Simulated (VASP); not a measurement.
# Bi2Se3 (R-3m) in VASP: a series of runs

Aim: see how the results for Bi2Se3 move with the level of theory and the settings. Levels: TPSS, revPBE. Tasks: band structure, single point.

Everything below comes from runs of VASP 6.6.1. Logs are shortened: lines on timing, memory, paths and dates and some standing lists are left out, and cuts for length are marked.

## (1) The cell of the first run

The structure is trigonal, space group R-3m (No. 166). The conventional cell has a = 4.143 Å, b = 4.143 Å, c = 28.636 Å, α = 90.00°, β = 90.00°, γ = 120.00°. Bi (site symmetry 3m) has 6 Se at 2.85 to 3.07 Å within 3.8 Å. Se (site symmetry 3m) has 3 Bi at 2.85 Å and 3 Se at 3.52 Å within 3.8 Å. Within 4.3 Å of Se (site symmetry -3m) lie 6 Bi at 3.07 Å and 12 Se at 4.14 to 4.23 Å.

## (2) Band structure, TPSS

INCAR reads:

```
METAGGA = TPSS
ISMEAR = 0
SIGMA = 0.03
LWAVE = F
LCHARG = F
NBANDS = 39
PREC = Accurate
LASPH = T
LREAL = F
ALGO = Normal
EDIFF = 1E-6
NELM = 120
GGA_COMPAT = F
ENCUT = 280
EFERMI = MIDGAP
LMIXTAU = T
KPAR = 4
```

KPOINTS reads:

```
Automatic mesh
0
Gamma
  5 5 5
  0 0 0
```

KPOINTS_OPT reads:

```
path GLB1,BZGX,QFP1Z,LP
12
line-mode
reciprocal
 0.0000000000  0.0000000000  0.0000000000  G
 0.5000000000  0.0000000000  0.0000000000  L

 0.5000000000  0.0000000000  0.0000000000  L
 0.5000000000  0.1771325325 -0.1771325325  B1

 0.8228674675  0.5000000000  0.1771325325  B
 0.5000000000  0.5000000000  0.5000000000  Z

 0.5000000000  0.5000000000  0.5000000000  Z
 0.0000000000  0.0000000000  0.0000000000  G

 0.0000000000  0.0000000000  0.0000000000  G
 0.3385662663  0.0000000000 -0.3385662663  X

 0.6614337337  0.3385662663  0.0000000000  Q
 0.5000000000  0.5000000000  0.0000000000  F

 0.5000000000  0.5000000000  0.0000000000  F
 0.6614337337  0.6614337337  0.1771325325  P1

 0.6614337337  0.6614337337  0.1771325325  P1
 0.5000000000  0.5000000000  0.5000000000  Z

 0.5000000000  0.0000000000  0.0000000000  L
 0.8228674675  0.3385662663  0.3385662663  P
```

POSCAR reads:

```
Bi2Se3
1.0
    2.0715000000      1.1959810826      9.5453333333
   -2.0715000000      1.1959810826      9.5453333333
    0.0000000000     -2.3919621653      9.5453333333
Bi Se
2 3
Direct
    0.5992000000      0.5992000000      0.5992000000
    0.4008000000      0.4008000000      0.4008000000
    0.7883000000      0.7883000000      0.7883000000
    0.2117000000      0.2117000000      0.2117000000
    0.0000000000      0.0000000000      0.0000000000
```

Potentials or basis: VASP PAW PBE potentials, release 64 (Bi_d, Se).

Started as:

```
$ cat potpaw_PBE.64/Bi_d/POTCAR potpaw_PBE.64/Se/POTCAR > POTCAR
$ mpirun -np 4 vasp_std > vasp.out
```

OUTCAR:

```text
METAGGA = TPSS
   ISMEAR = 0
   PREC = Accurate
   LASPH = T
   LREAL = F
   EDIFF = 1E-6
   NELM = 120
   ENCUT = 280
   EFERMI = MIDGAP

 Found     19 irreducible k-points:

 Following reciprocal coordinates:
            Coordinates               Weight
  0.000000  0.000000  0.000000      1.000000
  0.200000  0.000000 -0.000000      6.000000
  0.400000 -0.000000 -0.000000      6.000000
  0.200000  0.200000 -0.000000      6.000000
  0.400000  0.200000 -0.000000     12.000000
 -0.400000  0.200000  0.000000     12.000000
   k-points           NKPTS =     19   k-points in BZ     NKDIM =     19   number of bands    NBANDS=     39
   number of dos      NEDOS =    301   number of ions     NIONS =      5
   total plane-waves  NPLWV = 157464
   dimension x,y,z NGX =    54 NGY =   54 NGZ =   54
   dimension x,y,z NGXF=   108 NGYF=  108 NGZF=  108
   ions per type =               2   3
   NGX,Y,Z   is equivalent  to a cutoff of   9.12,  9.12,  9.12 a.u.
   NGXF,Y,Z  is equivalent  to a cutoff of  18.25, 18.25, 18.25 a.u.
 SYSTEM =  unknown system
   PREC   = accura    normal or accurate (medium, high low for compatibility)
   ISTART =      0    job   : 0-new  1-cont  2-samecut
   ICHARG =      2    charge: 1-file 2-atom 10-const
   ISPIN  =      1    spin polarized calculation?
   LNONCOLLINEAR =      F non collinear calculations
   LSORBIT =      F    spin-orbit coupling
   LASPH  =      T    aspherical Exc in radial PAW
   ENCUT  =  280.0 eV  20.58 Ry    4.54 a.u.  13.43 13.43 13.43*2*pi/ulx,y,z
   NELM   =    120;   NELMIN=  2; NELMDL= -5     # of ELM steps
   EDIFF  = 0.1E-05   stopping-criterion for ELM
   LREAL  =      F    real-space projection
   EDIFFG = 0.1E-04   stopping-criterion for IOM
   NSW    =      0    number of steps for IOM
   IBRION =     -1    ionic relax: 0-MD 1-quasi-New 2-CG
   NFREE  =      0    steps in history (QN), initial steepest desc. (CG)
   ISIF   =      2    stress and relaxation
   ISYM   =      2    0-nonsym 1-usesym 2-fastsym
   POTIM  = 0.5000    time-step for ionic-motion
   TEBEG  =    0.0;   TEEND  =   0.0 temperature during run

   SCALEE = 1.0000    scale energy and forces
   PSTRESS=    0.0 pullay stress
   NELECT =      48.0000    total number of electrons
   NUPDOWN=      -1.0000    fix difference up-down
   EMIN   =  10.00;   EMAX   =-10.00  energy-range for DOS
   EFERMI =   0.00;   METHOD = MIDGAP
   ISMEAR =     0;   SIGMA  =   0.03  broadening in eV -4-tet -1-fermi 0-gaus
   EFERMI_NEDOS =   21; number of points for ismear=-14 and -15
   IALGO  =     38    algorithm
   IMIX   =      4    mixing-type and parameters
     AMIX     =   0.40;   BMIX     =  1.00
     AMIX_MAG =   1.60;   BMIX_MAG =  1.00
  volume/ion in A,a.u.               =      28.38       191.50
  Fermi-wavevector in a.u.,A,eV,Ry     =   1.140700  2.155610 17.703848  1.301196
  Thomas-Fermi vector in A             =   2.277401
   LORBIT       =      0    0 simple, 1 ext, 2 COOP (PROOUT), +10 PAW based schemes
   METAGGA = TPSS    functional components
   LHFCALC =     F    Hartree Fock is set to
   AEXX    =    0.0000 exact exchange contribution
   IVDW    =     0    specifies the selected vdW correction
   LEPSILON=     F    determine dielectric tensor
   LRPA    =     F    only Hartree local field effects (RPA)

   CSHIFT  =0.1000    complex shift for real part using Kramers Kronig

   OMEGAMAX=  -1.0    maximum frequency
 non-spin polarized calculation
 Gauss-broadening in eV      SIGMA  =   0.03
  energy-cutoff  :      280.00
  volume of cell :      141.89
 maximum number of plane-waves:      1539
 NGX is ok and might be reduce to    54
   NGX = 27   NGY = 27   NGZ = 27

 number of electron      48.0000025 magnetization

 Free energy of the ion-electron system (eV)
  ---------------------------------------------------
  ext. energy  EPLUGINS =         0.00000000
  ---------------------------------------------------
  free energy    TOTEN  =       -43.15262737 eV

  energy without entropy =      -43.15262737  energy(sigma->0) =      -43.15262737

 E-fermi :   5.0238     XC(G=0):  -9.7666

 val. band max:        4.8884535022   @ k =   0.0000   0.0000   0.0000
 cond. band min:       5.1591412845   @ k =   0.0000   0.0000   0.0000
 fundamental gap:      0.2706877822
 Fermi energy:         5.0237973933

 k-point     1 :       0.0000    0.0000    0.0000
  band No.  band energies     occupation
      1     -18.3398      2.00000
      2     -18.3398      2.00000
      3     -18.3376      2.00000
      4     -18.3376      2.00000
      5     -18.3205      2.00000
      6     -18.3178      2.00000
[... 28 lines left out ...]
     35      12.0181      0.00000
     36      12.8198      0.00000

 k-point     2 :       0.2000    0.0000   -0.0000
  band No.  band energies     occupation
      1     -18.3471      2.00000
      2     -18.3437      2.00000
      3     -18.3333      2.00000
      4     -18.3312      2.00000
      5     -18.3181      2.00000
      6     -18.3138      2.00000
[... 28 lines left out ...]
     35      12.7255      0.00000
     36      13.1736      0.00000

 k-point     3 :       0.4000   -0.0000   -0.0000
  band No.  band energies     occupation
      1     -18.3607      2.00000
      2     -18.3549      2.00000
      3     -18.3287      2.00000
      4     -18.3249      2.00000
      5     -18.3235      2.00000
      6     -18.3189      2.00000
[... 28 lines left out ...]
     35      14.3570      0.00000
     36      14.5043      0.00000

 k-point     4 :       0.2000    0.2000   -0.0000
  band No.  band energies     occupation
      1     -18.3471      2.00000
      2     -18.3437      2.00000
      3     -18.3333      2.00000
      4     -18.3312      2.00000
      5     -18.3181      2.00000
      6     -18.3138      2.00000
[... 28 lines left out ...]
     35      13.0130      0.00000
     36      13.4282      0.00000

 k-point     5 :       0.4000    0.2000   -0.0000
  band No.  band energies     occupation
      1     -18.3523      2.00000
      2     -18.3490      2.00000
      3     -18.3326      2.00000
      4     -18.3299      2.00000
      5     -18.3167      2.00000
      6     -18.3163      2.00000
[... 28 lines left out ...]
     35      13.6557      0.00000
     36      13.9988      0.00000

 k-point     6 :      -0.4000    0.2000    0.0000
  band No.  band energies     occupation
      1     -18.3552      2.00000
      2     -18.3509      2.00000
      3     -18.3357      2.00000
      4     -18.3294      2.00000
      5     -18.3182      2.00000
      6     -18.3147      2.00000
[... 28 lines left out ...]
     35      13.7567      0.00000
     36      14.9492      0.00000

 [... further k-points ...]

 [bands above 36 left out]

------------------------ aborting loop because EDIFF is reached ----------------------------------------

  FORCE on cell =-STRESS in cart. coord.  units (eV):
  Direction    XX          YY          ZZ          XY          YZ          ZX
  --------------------------------------------------------------------------------------
  -------------------------------------------------------------------------------------
  Total        1.6653498      1.6653498      1.8629840      0.0000000     -0.0000000     -0.0000000
  in kB       18.8046159     18.8046159     21.0362391      0.0000000     -0.0000000     -0.0000000
  external PRESSURE =      19.5484903 kB  Pullay stress =       0.0000000 kB

 VOLUME and BASIS-vectors are now :
 -----------------------------------------------------------------------------
  energy-cutoff  :      280.00
  volume of cell :      141.89
      direct lattice vectors                 reciprocal lattice vectors
     2.071500000  1.195981083  9.545333333     0.241370987  0.139355604  0.034921078
    -2.071500000  1.195981083  9.545333333    -0.241370987  0.139355604  0.034921078
     0.000000000 -2.391962165  9.545333333     0.000000000 -0.278711209  0.034921078

 POSITION                                       TOTAL-FORCE (eV/Angst)
 -----------------------------------------------------------------------------------
      0.00000     -0.00000     17.15869         0.000000     -0.000000      0.193938
      0.00000     -0.00000     11.47731         0.000000      0.000000     -0.193938
      0.00000     -0.00000     22.57376         0.000000     -0.000000      0.189097
      0.00000     -0.00000      6.06224         0.000000      0.000000     -0.189097
      0.00000      0.00000      0.00000        -0.000000      0.000000     -0.000000
 -----------------------------------------------------------------------------------
    total drift:                               -0.000000     -0.000000      0.000000

  FREE ENERGIE OF THE ION-ELECTRON SYSTEM (eV)
  ---------------------------------------------------
  free  energy   TOTEN  =       -43.1526273659 eV

  energy  without entropy=      -43.1526273659  energy(sigma->0) =      -43.15262737
```

OSZICAR:

```text
N       E                     dE             d eps       ncg     rms          rms(c)
DAV:   1     0.331186912733E+03    0.33119E+03   -0.16040E+04  1498   0.833E+02
DAV:   2    -0.131860997191E+02   -0.34437E+03   -0.32639E+03  1623   0.269E+02
DAV:   3    -0.477491119421E+02   -0.34563E+02   -0.33831E+02  1818   0.101E+02
DAV:   4    -0.487545897695E+02   -0.10055E+01   -0.10031E+01  1806   0.193E+01
DAV:   5    -0.487830069745E+02   -0.28417E-01   -0.28415E-01  1972   0.284E+00    0.509E+00
DAV:   6    -0.483887169594E+02    0.39429E+00   -0.58737E+00  1524   0.168E+01    0.306E+00
DAV:   7    -0.425723903519E+02    0.58163E+01   -0.37286E+00  1694   0.109E+01    0.178E+00
DAV:   8    -0.402717717009E+02    0.23006E+01   -0.27807E+00  1489   0.115E+01    0.114E+00
DAV:   9    -0.426731101416E+02   -0.24013E+01   -0.19996E+00  1482   0.843E+00    0.414E-01
DAV:  10    -0.431085362975E+02   -0.43543E+00   -0.18937E-01  1751   0.377E+00    0.451E-01
[... 55 further cycles ...]
DAV:   9    -0.750371203005E+04   -0.23589E-06     1064
       N       E                     dE             ncg
DAV:   1     0.184284840639E+04   -0.12954E+05     1014
DAV:   2    -0.272427217492E+04   -0.45671E+04     1076
DAV:   3    -0.318514282157E+04   -0.46087E+03     1249
DAV:   4    -0.319864878559E+04   -0.13506E+02     1276
DAV:   5    -0.319899312975E+04   -0.34434E+00     1425
DAV:   6    -0.319900296218E+04   -0.98324E-02     1388
DAV:   7    -0.319900308669E+04   -0.12451E-03     1419
DAV:   8    -0.319900308814E+04   -0.14406E-05      964
DAV:   9    -0.319900308831E+04   -0.17728E-06      738
```

Wall time 20 min (4 MPI ranks of Intel Xeon Platinum 8259CL at 2.50GHz (Skylake/Cascade Lake), shared host); peak memory 0.48 GiB.

What came out:

* Free energy: -43.1526 eV
* Largest force: 0.194 eV/Å
* Band gap on the k mesh: 0.27 eV
* Band gap along the path: 0.27 eV

Forces in eV/Å, atoms in the order of the input:
```
Bi   0.000  0.000  0.194
Bi   0.000  0.000 -0.194
Se   0.000  0.000  0.189
Se   0.000  0.000 -0.189
Se   0.000  0.000  0.000
```

Levels at the corners of the path, in eV from the valence-band top:
```csv
point,band 20,band 21,band 22,band 23,band 24,band 25,band 26,band 27,band 28,band 29
Γ,-1.87,-1.87,-1.24,-1.24,0.00,0.27,1.49,1.49,2.17,2.80
L,-3.04,-3.01,-2.19,-1.26,-0.57,0.90,2.02,3.01,3.24,4.03
L,-3.04,-3.01,-2.19,-1.26,-0.57,0.90,2.02,3.01,3.24,4.03
B1,-3.35,-2.65,-1.91,-1.09,-0.71,1.73,2.33,2.94,3.88,4.55
B,-3.35,-2.65,-1.91,-1.09,-0.71,1.73,2.33,2.94,3.88,4.55
Z,-1.62,-1.55,-1.41,-1.41,-0.41,0.65,1.79,1.79,2.12,2.46
Z,-1.62,-1.55,-1.41,-1.41,-0.41,0.65,1.79,1.79,2.12,2.46
Γ,-1.87,-1.87,-1.24,-1.24,0.00,0.27,1.49,1.49,2.17,2.80
Γ,-1.87,-1.87,-1.24,-1.24,0.00,0.27,1.49,1.49,2.17,2.80
X,-3.02,-3.01,-1.76,-1.24,-0.70,1.74,2.60,2.70,4.13,4.27
Q,-3.02,-3.01,-1.76,-1.24,-0.70,1.74,2.60,2.70,4.13,4.27
F,-2.58,-1.91,-1.88,-1.67,-1.03,1.38,2.04,2.68,3.06,3.62
F,-2.58,-1.91,-1.88,-1.67,-1.03,1.38,2.04,2.68,3.06,3.62
P1,-2.70,-2.41,-1.54,-1.41,-1.16,1.35,2.13,2.45,3.03,3.85
P1,-2.70,-2.41,-1.54,-1.41,-1.16,1.35,2.13,2.45,3.03,3.85
Z,-1.62,-1.55,-1.41,-1.41,-0.41,0.65,1.79,1.79,2.12,2.46
L,-3.04,-3.01,-2.19,-1.26,-0.57,0.90,2.02,3.01,3.24,4.03
P,-2.70,-2.41,-1.54,-1.41,-1.16,1.35,2.13,2.45,3.03,3.85
```

Caveat: the cutoff is under 1.25 times the usual one of these potentials, so pressure, stress and relaxed cells hold a basis-set (Pulay) error; the PAW data sets were made with another functional, which shifts forces and pressure a little; spin-orbit coupling is left out, which moves the levels of the heavy elements.

## (3) Single point, revPBE

POSCAR is that of step 2.

INCAR.step1 reads:

```
SYSTEM = Bi2Se3
  PREC = Accurate
  ENCUT = 520
  EDIFF = 1E-7
  ISMEAR = -1
  SIGMA = 0.05
  LREAL = .FALSE.
  LASPH = .TRUE.
  NELM = 80
  ALGO = Normal
  ISIF = 2
  LWAVE = .FALSE.
  LCHARG = .TRUE.
  GGA = RE
  NBANDS = 32
```

KPOINTS.step1 reads:

```
Automatic mesh
0
G
  8 8 8
  0 0 0
```

INCAR.step2 reads:

```
SYSTEM = Bi2Se3
  PREC = Accurate
  ENCUT = 520
  EDIFF = 1E-7
  ISMEAR = -5
  SIGMA = 0.05
  LREAL = .FALSE.
  LASPH = .TRUE.
  NELM = 80
  ALGO = Normal
  ISIF = 2
  LWAVE = .FALSE.
  LCHARG = .FALSE.
  GGA = RE
  LORBIT = 11
  NBANDS = 32
  NEDOS = 1001
  ICHARG = 11
```

KPOINTS.step2 reads:

```
Automatic mesh
0
G
  12 12 12
  0 0 0
```

Potentials or basis: VASP PAW PBE potentials, release 64 (Bi_d, Se).

Started as:

```
$ cat potpaw_PBE.64/Bi_d/POTCAR potpaw_PBE.64/Se/POTCAR > POTCAR
$ cp INCAR.step1 INCAR
$ cp KPOINTS.step1 KPOINTS
$ mpirun -np 1 vasp_std > vasp.out
$ cp INCAR.step2 INCAR
$ cp KPOINTS.step2 KPOINTS
$ mpirun -np 1 vasp_std > vasp.out
```

Run time: 2.1 h. Hardware: 1 thread of Intel Xeon 8259CL, shared host; peak memory 1.4 GiB.

It converged, with:

```yaml
Valence_electrons_inside_the_program's_atomic_spheres: Bi 12.64; Se 3.79, 3.82 (each value once)
```

Levels at points of the mesh, in eV from the valence-band top:
```tsv
k point	band 20	band 21	band 22	band 23	band 24	band 25	band 26	band 27	band 28	band 29
(0.00, 0.00, 0.00)	-1.88	-1.88	-1.23	-1.23	0.00	0.27	1.42	1.42	2.16	2.74
(0.50, 0.00, 0.00)	-3.02	-2.98	-2.14	-1.25	-0.56	0.88	1.95	3.01	3.17	4.13
(0.50, 0.50, 0.00)	-2.58	-1.88	-1.87	-1.65	-1.00	1.38	1.98	2.61	3.02	3.54
(0.50, 0.50, 0.50)	-1.64	-1.52	-1.39	-1.39	-0.43	0.66	1.72	1.72	2.10	2.40
```

Caveat: the PAW data sets were made with another functional, which shifts forces and pressure a little; spin-orbit coupling is left out, which moves the levels of the heavy elements.
